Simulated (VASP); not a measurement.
Here is a VASP 6.6.1 calculation.

Contents of INCAR:

```
ALGO = Normal
EDIFF = 1E-7
ENCUT = 520
GGA = PE
ISIF = 2
ISMEAR = -1
ISYM = 0
LASPH = True
LCHARG = True
LELF = True
LREAL = False
LVHAR = True
LWAVE = False
NBANDS = 41
NELM = 80
PREC = Accurate
SIGMA = 0.05
```

KPOINTS

```
Automatic mesh
0
Gamma
  1 1 1
  0.25 0.25 0.25
```

POSCAR

```
SiC6
1.0
    5.2607330000     -0.0401340000      0.1481530000
   -0.0401340000      5.1317960000      0.1176100000
    0.1481530000      0.1176100000      5.3357620000
Si C
2 12
Direct
    0.5238875659      0.0971235622      0.6872918588
    0.0903226299      0.7276045602      0.0492291184
    0.7897276704      0.9346587596      0.4586756793
    0.5791466310      0.8450072331      0.0515664658
    0.3507646040      0.2619469019      0.1103862197
    0.3338890100      0.9840213617      0.0747590671
    0.6144744242      0.6221306260      0.9194529268
    0.0385844278      0.9210064073      0.5897504495
    0.1002741014      0.6398133918      0.6942147416
    0.7914208264      0.8821291649      0.2146072893
    0.1769191637      0.1437599126      0.5975591287
    0.1356741832      0.4148132515      0.5326686753
    0.2143122011      0.4466219685      0.2650061593
    0.5334323345      0.3711835728      0.9204268293
```

Potentials or basis: VASP PAW PBE potentials, release 64 (Si, C).

Run with:

```console
$ cat potpaw_PBE.64/Si/POTCAR potpaw_PBE.64/C/POTCAR > POTCAR
$ mpirun -np 1 vasp_std > vasp.out
```

Predict the largest force.

2.968 eV/Å.

Predict the band gap on the k mesh.

1.44 eV.

Stress tensor (GPa, compression positive):
```
  3.32   4.95   3.48
  4.95  -9.79 -10.63
  3.48 -10.63 -10.40
```

Caveat: the k points lie up to 1.23 Å⁻¹ apart.
